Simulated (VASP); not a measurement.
Wanted: the native input for a VASP 6.6.1 run.

- Task: single point
- Functional: PBE
- Potentials or basis: VASP PAW PBE potentials, release 64 (Sn_d, O)
- Cutoff: 520 eV
- k mesh: 3 × 3 × 3
- Occupations: gaussian, width 0.02 eV
- Spin: no spin polarisation
- Dipole correction: no
- Further INCAR settings: ALGO = Normal; EDIFF = 1e-06; NBANDS = 67

The structure of Sn4O9 (a cell with a defect) lies in POSCAR:

```
Sn4O9
1.0
   -4.8265176369      0.0000000000      3.2381666580
    4.8265176369      0.0000000000      3.2381666580
    0.0000000000      4.8283676022     -3.2381666580
Sn O
4 9
Direct
    0.2597363584      0.7605769606      0.5068783493
    0.7400939042      0.2473560383      0.5006068715
    0.0000099634     -0.0109948654     -0.0112149705
    0.4999004530      0.5020158498      0.0016947757
   -0.1491839926      0.2534920456      0.1956829052
    0.4999784179      0.8067308451      0.3065207793
    0.9481173485      0.7524425222      0.1956524602
    0.4330086892      0.2380598522      0.1767916344
    0.5669848155      0.7443356643      0.8049848976
    0.0517143069      0.2478743691      0.8041958111
    0.9999456192      0.6838303339      0.6835732637
    0.4998389926      0.1956600564      0.6953631696
    0.1495025279      0.3449432309      0.4025517856
```

These files were run (other wordings do the same):

INCAR

```
PREC = Accurate
ENCUT = 520
EDIFF = 1E-6
ISMEAR = 0
SIGMA = 0.02
LREAL = False
LASPH = True
NELM = 80
ALGO = Normal
ISIF = 2
LWAVE = False
LCHARG = False
GGA = PE
NBANDS = 67
```

KPOINTS

```
regular mesh
0
Gamma
  3 3 3
```

Potentials or basis: VASP PAW PBE potentials, release 64 (Sn_d, O).

The run is started by

```console
$ cat potpaw_PBE.64/Sn_d/POTCAR potpaw_PBE.64/O/POTCAR > POTCAR
$ mpirun -np 1 vasp_std > vasp.out
```

Results of the run:

The pressure is 8.7 GPa. The largest force is 0.455 eV/Å. The band gap on the k mesh is 0.62 eV.

Caveat: the k points lie up to 0.45 Å⁻¹ apart; spin-orbit coupling is left out, which moves the levels of the heavy elements.

Wall time 2.1 min on 1 thread of AMD EPYC 9R45 96-Core Processor (Zen 5), with other jobs on the host, peak memory 0.31 GiB.
